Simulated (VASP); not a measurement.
Write the native input for VASP 6.6.1 that does the following.

```yaml
Task: single point
Functional: PBE
Potentials_or_basis: VASP PAW PBE potentials, release 64 (Ga_d)
Cutoff: 520 eV
k_mesh: 8 × 8 × 7
Occupations: gaussian, width 0.03 eV
Spin: no spin polarisation
Dipole_correction: no
Further_INCAR_settings: ALGO = Normal; EDIFF = 1e-06; NBANDS = 34
```

The structure of Ga lies in POSCAR:

```
Ga
1.0
    2.3107968683     -3.8729233244      0.0000000000
    2.3107968683      3.8729233244      0.0000000000
    0.0000000000      0.0000000000      4.5463111460
Ga
4
Direct
    0.8442122196      0.1557877804      0.0839449706
    0.6557877804      0.3442122196      0.5839449706
    0.1557877804      0.8442122196      0.9160550294
    0.3442122196      0.6557877804      0.4160550294
```

These files were run (other wordings do the same):

INCAR

```
PREC     = Accurate       # precision mode
ENCUT    = 520            # plane-wave cutoff, eV
EDIFF    = 1E-6           # SCF threshold, eV
ISMEAR   = 0              # smearing method
SIGMA    = 0.03           # smearing width, eV
LREAL    = F              # projectors in reciprocal space
LASPH    = T              # aspherical terms in the spheres
NELM     = 100            # most SCF steps
ALGO     = Normal         # electronic algorithm
ISIF     = 2              # what is computed and relaxed
LWAVE    = F              # write WAVECAR
LCHARG   = F              # write CHGCAR
GGA      = PE             # functional
NBANDS   = 34             # bands
```

KPOINTS

```
Automatic mesh
0
Gamma
  8 8 7
```

Potentials or basis: VASP PAW PBE potentials, release 64 (Ga_d).

Launch:

```sh
$ cat potpaw_PBE.64/Ga_d/POTCAR > POTCAR
$ mpirun -np 1 vasp_std > vasp.out
```

Results of the run:

The pressure is 0.2 GPa and the largest force is 0.006 eV/Å. The band gap on the k mesh is zero (band 26 reaches 4.92 eV, above the bottom of band 27 at 4.03 eV).

It took 120 s on 1 thread of AMD EPYC 9R45 96-Core Processor (Zen 5) (shared host), peak memory 0.28 GiB.
